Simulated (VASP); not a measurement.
Wanted: the native input for a VASP 6.6.1 run.

```yaml
Task: single point
Functional: PBE
Potentials_or_basis: VASP PAW PBE potentials, release 64 (Li_sv, Cl)
Cutoff: 520 eV
k_mesh: 6 × 6 × 4
Occupations: gaussian, width 0.1 eV
Spin: no spin polarisation
Dipole_correction: no
Further_INCAR_settings: ALGO = Normal; EDIFF = 1e-06; NBANDS = 18
```

The structure of LiCl lies in POSCAR:

```
LiCl
1.0
    2.4696170600     -1.8378214500      0.0000000000
    2.4696170600      1.8378214500      0.0000000000
   -1.8388397400      0.0000000000      5.2833547200
Li Cl
2 2
Direct
    0.4901093500      0.8223851100      0.6464666700
    0.8223851100      0.4901093500      0.1464666700
    0.1776148900      0.5098906500      0.8535333300
    0.5098906500      0.1776148900      0.3535333300
```

The cell was built from a structure type or drawn by symmetry, and may not be a known phase.

These files were run (other wordings do the same):

INCAR

```
SYSTEM = LiCl
PREC = Accurate
ENCUT = 520
EDIFF = 1E-6
ISMEAR = 0
SIGMA = 0.1
LREAL = .FALSE.
LASPH = .TRUE.
NELM = 60
ALGO = Normal
ISIF = 2
LWAVE = .FALSE.
LCHARG = .FALSE.
GGA = PE
NBANDS = 18
```

KPOINTS

```
Automatic mesh
0
G
  6 6 4
  0 0 0
```

Potentials or basis: VASP PAW PBE potentials, release 64 (Li_sv, Cl).

Run with:

```sh
$ cat potpaw_PBE.64/Li_sv/POTCAR potpaw_PBE.64/Cl/POTCAR > POTCAR
$ mpirun -np 1 vasp_std > vasp.out
```

Results of the run:

```json
{
  "Largest force": "0.461 eV/Å",
  "Band gap on the k mesh": "5.12 eV (least direct gap 6.27 eV)"
}
```

Run time: 36 s on 1 thread of Intel(R) Xeon(R) Platinum 8375C CPU @ 2.90GHz (Ice Lake), on a shared host, peak memory 0.17 GiB.
